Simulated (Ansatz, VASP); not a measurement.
## Two plane-wave programs on Pd

```
Pd
1.0
     0.00000    2.71364    2.71364
     2.71364    0.00000    2.71364
     2.71364    2.71364    0.00000
Pd
2
Cartesian
  0.0000 0.0000 0.0000
  2.7136 2.7136 2.7136
```

Alike in both runs: task single point; functional PBE; k mesh 12 × 12 × 12; occupations fermi-dirac, width 0.05 eV; collinear spin.

|  | VASP | Ansatz |
| --- | --- | --- |
| version | VASP 6.6.1 | Ansatz 0.2.0 |
| potentials or method | VASP PAW PBE potentials, release 64 (Pd), cutoff 520 eV | plane waves (420 eV) with PAW, scalar-relativistic |
| valence electrons in the cell | 20 | 36 |

```tsv
	VASP	Ansatz	Ansatz less VASP
pressure (GPa)	-10.1	-9.9	+0.15
net moment per atom (μB)	0.00	0.00	0.000
```

VASP's potentials hold 20 valence electrons a cell and Ansatz's 36, so a difference there can come from the potentials and not from the codes. Ansatz's warnings: seeded moment not kept.
